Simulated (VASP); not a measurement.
Write the native input for VASP 6.6.1 that does the following.

| Item | Value |
| --- | --- |
| Task | single point |
| Functional | BLYP |
| Potentials or basis | VASP PAW PBE potentials, release 64 (W_sv) |
| Cutoff | 520 eV |
| k mesh | 13 × 13 × 4 |
| Occupations | fermi-dirac, width 0.1 eV |
| Spin | no spin polarisation |
| Dipole correction | no |
| Further INCAR settings | ALGO = Normal; EDIFF = 1e-07; NBANDS = 36 |

The structure of W lies in POSCAR:

```
W
1.0
    2.8118536812      0.0000000000      0.0000000000
   -1.4059268406      2.4351367196      0.0000000000
    0.0000000000      0.0000000000      9.9829310417
W
4
Direct
    1.0000000000      0.0000000000      0.0000000000
    1.0000000000      0.0000000000      0.5000000000
    0.3333333333      0.6666666667      0.2500000000
    0.6666666667      0.3333333333      0.7500000000
```

This isn't the form of W at room conditions, which is bcc.

These files were run (other wordings do the same):

INCAR

```
SYSTEM = W
AGGAC = 1.0 ; AGGAX = 1.0
ALDAC = 0.0 ; ALDAX = 1.0
ALGO = Normal ; EDIFF = 1E-7
ENCUT = 520 ; GGA = B5
ISIF = 2 ; ISMEAR = -1
LASPH = .TRUE. ; LCHARG = .FALSE.
LREAL = .FALSE. ; LWAVE = .FALSE.
NBANDS = 36 ; NELM = 80
PREC = Accurate ; SIGMA = 0.1
```

KPOINTS

```
k-points
0
G
  13 13 4
  0 0 0
```

Potentials or basis: VASP PAW PBE potentials, release 64 (W_sv).

The run is started by

```console
$ cat potpaw_PBE.64/W_sv/POTCAR > POTCAR
$ mpirun -np 1 vasp_std > vasp.out
```

It gave:

```
Pressure               : 1.4 GPa
Band gap on the k mesh : zero (bands 28 and 29 overlap by 1.84 eV)
```

Caveat: the PAW data sets were made with another functional, which shifts forces and pressure a little; spin-orbit coupling is left out, which moves the levels of the heavy elements.

Wall time 95 s on 1 thread of Intel(R) Xeon(R) 6975P-C (Granite Rapids) (shared host), peak memory 0.26 GiB.
